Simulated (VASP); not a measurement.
## MoS2: single point with PBE

Crystal: MoS2.

```
CELL_PARAMETERS angstrom
6.32000 0.00000 0.00000
0.00000 10.94656 0.00000
-1.58000 -0.91221 12.30000
ATOMIC_POSITIONS crystal
Mo 0.00000 0.00000 0.00000
Mo 0.50000 0.00000 0.00000
Mo 0.25000 0.25000 0.00000
Mo 0.37500 0.12500 0.50000
Mo 0.75000 0.25000 0.00000
Mo 0.87500 0.12500 0.50000
Mo 0.50000 0.50000 0.00000
Mo 0.62500 0.37500 0.50000
Mo 0.00000 0.50000 0.00000
Mo 0.12500 0.37500 0.50000
Mo 0.75000 0.75000 0.00000
Mo 0.87500 0.62500 0.50000
Mo 0.25000 0.75000 0.00000
Mo 0.37500 0.62500 0.50000
Mo 0.12500 0.87500 0.50000
Mo 0.62500 0.87500 0.50000
S 0.09375 0.03125 0.37500
S 0.59375 0.03125 0.37500
S 0.34375 0.28125 0.37500
S 0.46875 0.15625 0.87500
S 0.84375 0.28125 0.37500
S 0.96875 0.15625 0.87500
S 0.59375 0.53125 0.37500
S 0.71875 0.40625 0.87500
S 0.09375 0.53125 0.37500
S 0.21875 0.40625 0.87500
S 0.84375 0.78125 0.37500
S 0.96875 0.65625 0.87500
S 0.34375 0.78125 0.37500
S 0.46875 0.65625 0.87500
S 0.21875 0.90625 0.87500
S 0.71875 0.90625 0.87500
S 0.15637 0.05212 0.62550
S 0.65638 0.05212 0.62550
S 0.40637 0.30212 0.62550
S 0.53138 0.17713 0.12550
S 0.90638 0.30212 0.62550
S 0.03138 0.17713 0.12550
S 0.65638 0.55212 0.62550
S 0.78138 0.42712 0.12550
S 0.15637 0.55212 0.62550
S 0.28137 0.42712 0.12550
S 0.90638 0.80212 0.62550
S 0.03138 0.67712 0.12550
S 0.40637 0.80212 0.62550
S 0.53138 0.67712 0.12550
S 0.28137 0.92712 0.12550
S 0.78138 0.92712 0.12550
```

```
Program                : VASP 6.6.1
Task                   : single point
Functional             : PBE
Potentials or basis    : VASP PAW PBE potentials, release 64 (Mo_sv, S)
Cutoff                 : 520 eV
k mesh                 : 2 × 1 × 1
Occupations            : gaussian, width 0.05 eV
Spin                   : no spin polarisation
Dipole correction      : no
Further INCAR settings : LREAL = Auto; ALGO = Normal; EDIFF = 1e-06; NBANDS = 238
```

The pressure is 5.5 GPa. The largest force is 0.544 eV/Å and the band gap on the k mesh is 1.03 eV.

Forces in eV/Å, atoms in the order of the input:
```
Mo  -0.001 -0.014  0.087
Mo  -0.001 -0.014  0.087
Mo  -0.001 -0.014  0.087
Mo  -0.001 -0.014  0.087
Mo  -0.001 -0.014  0.087
Mo  -0.001 -0.014  0.087
Mo  -0.001 -0.014  0.087
Mo  -0.001 -0.014  0.087
Mo  -0.001 -0.014  0.087
Mo  -0.001 -0.014  0.087
Mo  -0.001 -0.014  0.087
Mo  -0.001 -0.014  0.087
Mo  -0.001 -0.014  0.087
Mo  -0.001 -0.014  0.087
Mo  -0.001 -0.014  0.087
Mo  -0.001 -0.014  0.087
S   -0.012  0.005 -0.544
S   -0.012  0.005 -0.544
S   -0.012  0.005 -0.544
S   -0.012  0.005 -0.544
S   -0.012  0.005 -0.544
S   -0.012  0.005 -0.544
S   -0.012  0.005 -0.544
S   -0.012  0.005 -0.544
S   -0.012  0.005 -0.544
S   -0.012  0.005 -0.544
S   -0.012  0.005 -0.544
S   -0.012  0.005 -0.544
S   -0.012  0.005 -0.544
S   -0.012  0.005 -0.544
S   -0.012  0.005 -0.544
S   -0.012  0.005 -0.544
S    0.013  0.008  0.457
S    0.013  0.008  0.457
S    0.013  0.008  0.457
S    0.013  0.008  0.457
S    0.013  0.008  0.457
S    0.013  0.008  0.457
S    0.013  0.008  0.457
S    0.013  0.008  0.457
S    0.013  0.008  0.457
S    0.013  0.008  0.457
S    0.013  0.008  0.457
S    0.013  0.008  0.457
S    0.013  0.008  0.457
S    0.013  0.008  0.457
S    0.013  0.008  0.457
S    0.013  0.008  0.457
```

Stress tensor (GPa, compression positive):
```
3.98 0.00 0.03
0.00 5.26 0.03
0.03 0.03 7.32
```

Levels at points of the mesh, in eV from the valence-band top:
```
           k point  band 204  band 205  band 206  band 207  band 208  band 209  band 210  band 211  band 212  band 213
(0.00, 0.00, 0.00)     -1.29     -1.29     -1.27     -1.17      0.00      1.20      1.20      1.29      1.29      1.53
(0.50, 0.00, 0.00)     -1.17     -0.93     -0.93     -0.91     -0.91      1.03      1.03      1.10      1.10      1.12
```

It took 21 min on 1 thread of Intel(R) Xeon(R) Platinum 8259CL CPU @ 2.50GHz (Skylake/Cascade Lake), on a shared host, peak memory 0.88 GiB.

Caveat: the k points lie up to 0.58 Å⁻¹ apart; an odd mesh through Γ misses points on the zone boundary, where band edges can lie; this functional lacks dispersion, which binds the layers, so the pressure and a relaxed spacing across them are unreliable. As with any semilocal functional, this PBE gap is likely too small.
